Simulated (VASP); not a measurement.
Set up this calculation in VASP 6.6.1, as the native input.

```yaml
Task: single point
Functional: LDA
Potentials_or_basis: VASP PAW LDA potentials, release 64 (W_sv, Ta_pv, C)
Cutoff: 520 eV
k_mesh: 10 × 10 × 10
Occupations: fermi-dirac, width 0.05 eV
Spin: no spin polarisation
Dipole_correction: no
Further_INCAR_settings: ALGO = Normal; EDIFF = 1e-06; NBANDS = 24
```

The structure of TaWC2 lies in POSCAR:

```
TaWC2
1.0
    1.5822650862      0.9135211734      5.1354062173
   -1.5822650862      0.9135211734      5.1354062173
    0.0000000000     -1.8270423469      5.1354062173
W Ta C
1 1 2
Direct
    0.0000000000      0.0000000000      0.0000000000
    0.5000000000      0.5000000000      0.5000000000
    0.2509330000      0.2509330000      0.2509330000
    0.7490670000      0.7490670000      0.7490670000
```

The input as run:

INCAR

```
PREC = Accurate ; ENCUT = 520
EDIFF = 1E-6 ; ISMEAR = -1
SIGMA = 0.05 ; LREAL = F
LASPH = T ; NELM = 80
ALGO = Normal ; ISIF = 2
LWAVE = F ; LCHARG = F
NBANDS = 24
```

KPOINTS

```
Automatic mesh
0
Gamma
  10 10 10
```

Potentials or basis: VASP PAW LDA potentials, release 64 (W_sv, Ta_pv, C).

Command:

```bash
$ cat potpaw_LDA.64/W_sv/POTCAR potpaw_LDA.64/Ta_pv/POTCAR potpaw_LDA.64/C/POTCAR > POTCAR
$ mpirun -np 1 vasp_std > vasp.out
```

It gave:

| Quantity | Value |
| --- | --- |
| Pressure | -20.9 GPa |
| Largest force | 0.079 eV/Å |
| Band gap on the k mesh | zero (an odd number of electrons rules out a gap without spin polarisation) |

Caveat: the cell stands under tension; spin-orbit coupling is left out, which moves the levels of the heavy elements.

Run time: 9 min on 1 thread of Intel Xeon 8259CL, on a shared host, peak memory 0.31 GiB.
